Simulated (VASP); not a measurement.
Here is a VASP 6.6.1 calculation.

The input INCAR:

```
SYSTEM = NiO
PREC = Accurate
ENCUT = 520
EDIFF = 1E-6
ISMEAR = 0
SIGMA = 0.022
LREAL = .False.
LASPH = .True.
NELM = 150
ALGO = Normal
ISIF = 2
LWAVE = .False.
LCHARG = .False.
ISPIN = 2
MAGMOM = 1 0
LORBIT = 11
LMAXMIX = 4
GGA = PE
NBANDS = 19
```

Contents of KPOINTS:

```
regular mesh
0
Gamma
  11 11 11
  0 0 0
```

The input POSCAR:

```
NiO
1.0
    0.0000000000      2.0859016414      2.0859016414
    2.0859016414      0.0000000000      2.0859016414
    2.0859016414      2.0859016414      0.0000000000
Ni O
1 1
Direct
    0.0000000000      0.0000000000      0.0000000000
    0.5000000000      0.5000000000      0.5000000000
```

Potentials or basis: VASP PAW PBE potentials, release 64 (Ni, O).

Launch:

```console
$ cat potpaw_PBE.64/Ni/POTCAR potpaw_PBE.64/O/POTCAR > POTCAR
$ mpirun -np 1 vasp_std > vasp.out
```

Problem. What does it give for the pressure?

Solution. 6.0 GPa.

Problem. What does it give for the net moment?

Solution. 1.77 μB per cell.

Caveat: the cell stands under pressure; a cell with one magnetic atom can't hold antiferromagnetic order, which such compounds often take.
